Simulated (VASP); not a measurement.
# Cu (Fm-3m) in VASP: further runs

The runs below take Cu through single point, with PBEsol.

Everything below comes from runs of VASP 6.6.1. Logs are shortened: lines on timing, memory, paths and dates and some standing lists are left out, and cuts for length are marked.

## Step 1: The cell of the first run

Symmetry: Fm-3m, No. 225, cubic system. Conventional cell: a = 3.549 Å, b = 3.549 Å, c = 3.549 Å, α = 90.00°, β = 90.00°, γ = 90.00°. Cu (site symmetry m-3m) has 12 Cu at 2.51 Å within 3.3 Å.

## Step 2: Single point, PBEsol

The input, INCAR:

```
PREC = Accurate
ENCUT = 520
EDIFF = 1E-6
ISMEAR = -1
SIGMA = 0.05
LREAL = False
LASPH = True
NELM = 100
ALGO = Normal
ISIF = 2
LWAVE = False
LCHARG = False
GGA = PS
NBANDS = 12
```

The input, KPOINTS:

```
Automatic mesh
0
Gamma
  15 15 15
```

The input, POSCAR:

```
Cu
1.0
    0.0000000000      1.7743135190      1.7743135190
    1.7743135190      0.0000000000      1.7743135190
    1.7743135190      1.7743135190      0.0000000000
Cu
1
Direct
    0.0000000000      0.0000000000      0.0000000000
```

Potentials or basis: VASP PAW PBE potentials, release 64 (Cu).

Launch:

```sh
$ cat potpaw_PBE.64/Cu/POTCAR > POTCAR
$ mpirun -np 1 vasp_std > vasp.out
```

OUTCAR:

```text
PREC = Accurate
   ENCUT = 520
   EDIFF = 1E-6
   ISMEAR = -1
   LREAL = False
   LASPH = True
   NELM = 100
   ISIF = 2
   GGA = PS

 ion  position               nearest neighbor table
   1  0.000  0.000  0.000-

  LATTYP: Found a face centered cubic cell.
 ALAT       =     3.5486270380

  Lattice vectors:

 A1 = (   0.0000000000,   1.7743135190,   1.7743135190)
 A2 = (   1.7743135190,   0.0000000000,   1.7743135190)
 A3 = (   1.7743135190,   1.7743135190,   0.0000000000)

Analysis of symmetry for initial positions (statically):
=====================================================================
 Subroutine PRICEL returns:
 Original cell was already a primitive cell.

 Routine SETGRP: Setting up the symmetry group for a
 face centered cubic supercell.

 Subroutine GETGRP returns: Found 48 space group operations
 (whereof 48 operations were pure point group operations)
 out of a pool of 48 trial point group operations.

The static configuration has the point symmetry O_h .

Analysis of symmetry for dynamics (positions and initial velocities):
=====================================================================
 Subroutine PRICEL returns:
 Original cell was already a primitive cell.

 Routine SETGRP: Setting up the symmetry group for a
 face centered cubic supercell.

 Subroutine GETGRP returns: Found 48 space group operations
 (whereof 48 operations were pure point group operations)
 out of a pool of 48 trial point group operations.

The dynamic configuration has the point symmetry O_h .

 Subroutine INISYM returns: Found 48 space group operations
 (whereof 48 operations are pure point group operations),
 and found     1 'primitive' translations

----------------------------------------------------------------------------------------

                                     Primitive cell

  volume of cell :      11.1717

  direct lattice vectors                    reciprocal lattice vectors
     0.000000000  1.774313519  1.774313519    -0.281799127  0.281799127  0.281799127
     1.774313519  0.000000000  1.774313519     0.281799127 -0.281799127  0.281799127
     1.774313519  1.774313519  0.000000000     0.281799127  0.281799127 -0.281799127

  length of vectors
     2.509258242  2.509258242  2.509258242     0.488090405  0.488090405  0.488090405

  position of ions in fractional coordinates (direct lattice)
     0.000000000  0.000000000  0.000000000

  ion indices of the primitive-cell ions
   primitive index   ion index
                 1           1

----------------------------------------------------------------------------------------

 KPOINTS: Automatic mesh

Automatic generation of k-mesh.
 Grid dimensions read from file:
 generate k-points for:   15   15   15

 Generating k-lattice:

  Cartesian coordinates                     Fractional coordinates (reciprocal lattice)
    -0.018786608  0.018786608  0.018786608     0.066666667  0.000000000  0.000000000
     0.018786608 -0.018786608  0.018786608     0.000000000  0.066666667  0.000000000
     0.018786608  0.018786608 -0.018786608     0.000000000  0.000000000  0.066666667

  Length of vectors
     0.032539360  0.032539360  0.032539360

  Shift w.r.t. Gamma in fractional coordinates (k-lattice)
     0.000000000  0.000000000  0.000000000

 Subroutine IBZKPT returns following result:
 ===========================================

 Found    120 irreducible k-points:

 Following reciprocal coordinates:
            Coordinates               Weight
  0.000000  0.000000  0.000000      1.000000
  0.066667  0.000000  0.000000      8.000000
  0.133333  0.000000  0.000000      8.000000
  0.200000  0.000000  0.000000      8.000000
  0.266667  0.000000  0.000000      8.000000
  0.333333  0.000000  0.000000      8.000000
[... 16 lines left out ...]
  0.133333  0.133333  0.000000      6.000000
  0.200000  0.133333  0.000000     24.000000
 [... further k-points ...]
   k-points           NKPTS =    120   k-points in BZ     NKDIM =    120   number of bands    NBANDS=     12
   number of dos      NEDOS =    301   number of ions     NIONS =      1
   total plane-waves  NPLWV =   8000
   dimension x,y,z NGX =    20 NGY =   20 NGZ =   20
   dimension x,y,z NGXF=    40 NGYF=   40 NGZF=   40
   ions per type =               1
   NGX,Y,Z   is equivalent  to a cutoff of  13.25, 13.25, 13.25 a.u.
   NGXF,Y,Z  is equivalent  to a cutoff of  26.50, 26.50, 26.50 a.u.
 SYSTEM =  unknown system
   PREC   = accura    normal or accurate (medium, high low for compatibility)
   ISTART =      0    job   : 0-new  1-cont  2-samecut
   ICHARG =      2    charge: 1-file 2-atom 10-const
   ISPIN  =      1    spin polarized calculation?
   LNONCOLLINEAR =      F non collinear calculations
   LSORBIT =      F    spin-orbit coupling
   LASPH  =      T    aspherical Exc in radial PAW
   ENCUT  =  520.0 eV  38.22 Ry    6.18 a.u.   4.67  4.67  4.67*2*pi/ulx,y,z
   NELM   =    100;   NELMIN=  2; NELMDL= -5     # of ELM steps
   EDIFF  = 0.1E-05   stopping-criterion for ELM
   LREAL  =      F    real-space projection
   EDIFFG = 0.1E-04   stopping-criterion for IOM
   NSW    =      0    number of steps for IOM
   IBRION =     -1    ionic relax: 0-MD 1-quasi-New 2-CG
   NFREE  =      0    steps in history (QN), initial steepest desc. (CG)
   ISIF   =      2    stress and relaxation
   ISYM   =      2    0-nonsym 1-usesym 2-fastsym
   POTIM  = 0.5000    time-step for ionic-motion
   TEBEG  =    0.0;   TEEND  =   0.0 temperature during run
   PSTRESS=    0.0 pullay stress
   NELECT =      11.0000    total number of electrons
   NUPDOWN=      -1.0000    fix difference up-down
   EMIN   =  10.00;   EMAX   =-10.00  energy-range for DOS
   EFERMI =   0.00;   METHOD = LEGACY
   ISMEAR =    -1;   SIGMA  =   0.05  broadening in eV -4-tet -1-fermi 0-gaus
   EFERMI_NEDOS =   21; number of points for ismear=-14 and -15
   IALGO  =     38    algorithm
   IMIX   =      4    mixing-type and parameters
     AMIX     =   0.40;   BMIX     =  1.00
     AMIX_MAG =   1.60;   BMIX_MAG =  1.00
  volume/ion in A,a.u.               =      11.17        75.39
  Fermi-wavevector in a.u.,A,eV,Ry     =   1.628666  3.077732 36.090174  2.652553
  Thomas-Fermi vector in A             =   2.721259
   LORBIT       =      0    0 simple, 1 ext, 2 COOP (PROOUT), +10 PAW based schemes
   GGA     = PS    functional components
   LHFCALC =     F    Hartree Fock is set to
   AEXX    =    0.0000 exact exchange contribution
   IVDW    =     0    specifies the selected vdW correction
   LEPSILON=     F    determine dielectric tensor
   LRPA    =     F    only Hartree local field effects (RPA)
 non-spin polarized calculation
  energy-cutoff  :      520.00
  volume of cell :       11.17
 maximum number of plane-waves:       311
   NGX =  9   NGY =  9   NGZ =  9

 number of electron      11.0000011 magnetization

 Free energy of the ion-electron system (eV)
  ---------------------------------------------------
  ext. energy  EPLUGINS =         0.00000000
  ---------------------------------------------------
  free energy    TOTEN  =        -4.30763507 eV

  energy without entropy =       -4.30505703  energy(sigma->0) =       -4.30634605

 E-fermi :   8.1953     XC(G=0): -13.2366

 val. band max:        8.1742002200   @ k =  -0.4667   0.1333   0.0667
 cond. band min:       8.3215866929   @ k =   0.4667   0.2667   0.0000
 fundamental gap:      0.1473864729
 Fermi energy:         8.1952598836

 k-point     1 :       0.0000    0.0000    0.0000
  band No.  band energies     occupation
      1      -1.7150      2.00000
      2       4.8947      2.00000
      3       4.8947      2.00000
      4       4.8947      2.00000
      5       5.8009      2.00000
      6       5.8009      2.00000
      7      31.1342      0.00000
      8      34.1836      0.00000
      9      34.1836      0.00000
     10      34.1836      0.00000
     11      36.7156      0.00000
     12      36.7156      0.00000

 k-point     2 :       0.0667    0.0000    0.0000
  band No.  band energies     occupation
      1      -1.5466      2.00000
      2       4.8569      2.00000
      3       4.9279      2.00000
      4       4.9279      2.00000
      5       5.7877      2.00000
      6       5.7877      2.00000
      7      30.2143      0.00000
      8      32.4544      0.00000
      9      33.6838      0.00000
     10      33.6839      0.00000
     11      37.4407      0.00000
     12      37.4407      0.00000

 k-point     3 :       0.1333    0.0000    0.0000
  band No.  band energies     occupation
      1      -1.0500      2.00000
      2       4.7589      2.00000
      3       5.0072      2.00000
      4       5.0072      2.00000
      5       5.7670      2.00000
      6       5.7670      2.00000
      7      27.0573      0.00000
      8      31.8458      0.00000
      9      32.8657      0.00000
     10      32.8657      0.00000
     11      38.5510      0.00000
     12      38.7524      0.00000

 k-point     4 :       0.2000    0.0000    0.0000
  band No.  band energies     occupation
      1      -0.2574      2.00000
      2       4.6483      2.00000
      3       5.0698      2.00000
      4       5.0698      2.00000
      5       5.7974      2.00000
      6       5.7974      2.00000
      7      23.5430      0.00000
      8      31.4629      0.00000
      9      32.1555      0.00000
     10      32.1555      0.00000
     11      38.5601      0.00000
     12      38.6423      0.00000

 k-point     5 :       0.2667    0.0000    0.0000
  band No.  band energies     occupation
      1       0.7494      2.00000
      2       4.6195      2.00000
      3       5.0546      2.00000
      4       5.0546      2.00000
      5       5.9297      2.00000
      6       5.9297      2.00000
      7      20.1706      0.00000
      8      30.9334      0.00000
      9      31.6233      0.00000
     10      31.6233      0.00000
     11      37.0849      0.00000
     12      37.0849      0.00000

 k-point     6 :       0.3333    0.0000    0.0000
  band No.  band energies     occupation
      1       1.7623      2.00000
      2       4.8687      2.00000
      3       4.9838      2.00000
      4       4.9838      2.00000
      5       6.1231      2.00000
      6       6.1231      2.00000
      7      17.0572      0.00000
      8      30.3591      0.00000
      9      31.2710      0.00000
     10      31.2710      0.00000
     11      35.6457      0.00000
     12      35.6457      0.00000

 k-point     7 :       0.4000    0.0000    0.0000
  band No.  band energies     occupation
      1       2.4248      2.00000
      2       4.9100      2.00000
      3       4.9100      2.00000
      4       5.6641      2.00000
      5       6.3006      2.00000
      6       6.3006      2.00000
      7      14.3414      0.00000
      8      29.8917      0.00000
      9      31.0784      0.00000
     10      31.0784      0.00000
     11      34.5881      0.00000
     12      34.5881      0.00000

 k-point     8 :       0.4667    0.0000    0.0000
  band No.  band energies     occupation
      1       2.6622      2.00000
      2       4.8659      2.00000
      3       4.8659      2.00000
      4       6.4045      2.00000
      5       6.4045      2.00000
      6       6.6985      2.00000
      7      12.4338      0.00000
      8      29.6342      0.00000
      9      31.0051      0.00000
     10      31.0051      0.00000
     11      34.0216      0.00000
     12      34.0216      0.00000
[... 166 lines left out ...]
 k-point    20 :      -0.2000    0.0667    0.0000
  band No.  band energies     occupation
      1       0.1982      2.00000
      2       4.5696      2.00000
      3       5.0740      2.00000
      4       5.1281      2.00000
      5       5.6852      2.00000
      6       5.9944      2.00000
      7      22.5124      0.00000
      8      28.2621      0.00000
      9      32.7992      0.00000
     10      34.2832      0.00000
     11      36.4994      0.00000
     12      36.6141      0.00000

 k-point    21 :      -0.1333    0.0667    0.0000
  band No.  band energies     occupation
      1      -0.6724      2.00000
      2       4.6735      2.00000
      3       5.0620      2.00000
      4       5.0710      2.00000
      5       5.6602      2.00000
      6       5.8679      2.00000
      7      25.9846      0.00000
      8      28.9236      0.00000
      9      33.2560      0.00000
     10      34.7769      0.00000
     11      36.7954      0.00000
     12      37.7550      0.00000

 k-point    22 :      -0.0667    0.0667    0.0000
  band No.  band energies     occupation
      1      -1.2687      2.00000
      2       4.7881      2.00000
      3       4.9761      2.00000
      4       4.9907      2.00000
      5       5.7225      2.00000
      6       5.8186      2.00000
      7      29.0471      0.00000
      8      30.2609      0.00000
      9      33.1441      0.00000
     10      34.8169      0.00000
     11      36.9335      0.00000
     12      37.4174      0.00000

 k-point    23 :       0.1333    0.1333    0.0000
  band No.  band energies     occupation
      1      -0.8313      2.00000
      2       4.6288      2.00000
      3       5.1135      2.00000
      4       5.1135      2.00000
      5       5.5676      2.00000
      6       5.8982      2.00000
      7      29.3150      0.00000
      8      29.7990      0.00000
      9      29.7990      0.00000
     10      31.5200      0.00000
     11      36.8630      0.00000
     12      40.4390      0.00000

 k-point    24 :       0.2000    0.1333    0.0000
  band No.  band energies     occupation
      1      -0.2496      2.00000
      2       4.4974      2.00000
      3       5.1893      2.00000
      4       5.2193      2.00000
      5       5.5239      2.00000
      6       5.9525      2.00000
      7      26.3026      0.00000
      8      28.6943      0.00000
      9      29.6150      0.00000
     10      31.8219      0.00000
     11      35.0899      0.00000
     12      40.5189      0.00000

 [... further k-points ...]
[... 5 lines left out ...]
  --------------------------------------------------------------------------------------
  -------------------------------------------------------------------------------------
  Total        0.1891989      0.1891989      0.1891989     -0.0000000     -0.0000000      0.0000000
  in kB       27.1336487     27.1336487     27.1336487     -0.0000000     -0.0000000      0.0000000
  external PRESSURE =      27.1336487 kB  Pullay stress =       0.0000000 kB

 VOLUME and BASIS-vectors are now :
 -----------------------------------------------------------------------------
  energy-cutoff  :      520.00
  volume of cell :       11.17
      direct lattice vectors                 reciprocal lattice vectors
     0.000000000  1.774313519  1.774313519    -0.281799127  0.281799127  0.281799127
     1.774313519  0.000000000  1.774313519     0.281799127 -0.281799127  0.281799127
     1.774313519  1.774313519  0.000000000     0.281799127  0.281799127 -0.281799127

 POSITION                                       TOTAL-FORCE (eV/Angst)
 -----------------------------------------------------------------------------------
      0.00000      0.00000      0.00000        -0.000000      0.000000      0.000000
 -----------------------------------------------------------------------------------
    total drift:                                0.000000      0.000000      0.000000

  FREE ENERGIE OF THE ION-ELECTRON SYSTEM (eV)
  ---------------------------------------------------
  free  energy   TOTEN  =        -4.3076350662 eV

  energy  without entropy=       -4.3050570309  energy(sigma->0) =       -4.30634605
```

It took 12 s on 1 thread of Intel Xeon 6975P-C (Granite Rapids), shared host; peak memory 0.13 GiB.

What came out:

| Property | Result |
| --- | --- |
| Free energy | -4.3076 eV |
| Pressure | 2.7 GPa |

Caveat: the PAW data sets were made with another functional, which shifts forces and pressure a little.

## Step 3: Single point, PBEsol

This run uses another cell than the first one, of 11.05 Å³/atom, 0.989 times its volume.

INCAR is that of step 2.

KPOINTS is that of step 2.

The input, POSCAR:

```
Cu
1.0
    0.0000000000      1.7677809342      1.7677809342
    1.7677809342      0.0000000000      1.7677809342
    1.7677809342      1.7677809342      0.0000000000
Cu
1
Direct
    0.0000000000      0.0000000000      0.0000000000
```

Potentials or basis: VASP PAW PBE potentials, release 64 (Cu).

Launch:

```sh
$ cat potpaw_PBE.64/Cu/POTCAR > POTCAR
$ mpirun -np 1 vasp_std > vasp.out
```

Wall time 13 s (1 thread of Intel Xeon 6975P-C (Granite Rapids), shared host); peak memory 0.13 GiB.

Results (log left out):

```
Free energy : -4.3047 eV
Pressure    : 4.8 GPa
```

Levels at points of the mesh, in eV from the Fermi level:
| k point | band 2 | band 3 | band 4 | band 5 | band 6 | band 7 | band 8 | band 9 | band 10 | band 11 |
| --- | --- | --- | --- | --- | --- | --- | --- | --- | --- | --- |
| (0.00, 0.00, 0.00) | -3.34 | -3.34 | -3.34 | -2.41 | -2.41 | 23.03 | 26.17 | 26.17 | 26.17 | 28.71 |

Caveat: the PAW data sets were made with another functional, which shifts forces and pressure a little.

## Step 4: Single point, PBEsol

This run uses another cell than the first one, of 10.94 Å³/atom, 0.979 times its volume.

The input, INCAR:

```
SYSTEM = Cu
ALGO = Normal
EDIFF = 1E-6
ENCUT = 520
GGA = PS
ISIF = 2
ISMEAR = -1
LASPH = .True.
LCHARG = .True.
LELF = .True.
LREAL = .False.
LVHAR = .True.
LWAVE = .False.
NBANDS = 12
NELM = 100
PREC = Accurate
SIGMA = 0.05
```

The input, KPOINTS:

```
k-points
0
Gamma
  15 15 15
  0 0 0
```

The input, POSCAR:

```
Cu
1.0
    0.0000000000      1.7617926977      1.7617926977
    1.7617926977      0.0000000000      1.7617926977
    1.7617926977      1.7617926977      0.0000000000
Cu
1
Direct
    0.0000000000      0.0000000000      0.0000000000
```

Launch:

```sh
$ cat potpaw_PBE.64/Cu/POTCAR > POTCAR
$ mpirun -np 1 vasp_std > vasp.out
```

Wall time 12 s (1 thread of Intel Xeon 6975P-C (Granite Rapids), shared host); peak memory 0.12 GiB.

It converged, with:

* Free energy: -4.3006 eV
* Pressure: 6.7 GPa

Levels at points of the mesh, in eV from the Fermi level:
| k point | band 4 | band 5 | band 6 | band 7 | band 8 | band 9 |
| --- | --- | --- | --- | --- | --- | --- |
| (0.00, 0.00, 0.00) | -3.37 | -2.43 | -2.43 | 23.11 | 26.33 | 26.33 |

Caveat: the PAW data sets were made with another functional, which shifts forces and pressure a little.

## Step 5: The runs side by side

| cell | gap on the mesh (eV) | pressure (GPa) |
| --- | --- | --- |
| a = 2.509 Å, angles 60.0°, 1 atom | none | 2.7 |
| a = 2.500 Å, angles 60.0°, 1 atom | none | 4.8 |
| a = 2.492 Å, angles 60.0°, 1 atom | none | 6.7 |

Alike in all rows: task single point; level PBEsol; potentials or basis VASP PAW PBE potentials, release 64 (Cu); no spin polarisation; k mesh 15 × 15 × 15; cutoff (eV) 520; smearing fermi-dirac 0.05 eV.

Caveats: the PAW data sets were made with another functional, which shifts forces and pressure a little.

Total energies depend on the potentials used, so only differences within one code and one set of settings carry meaning.
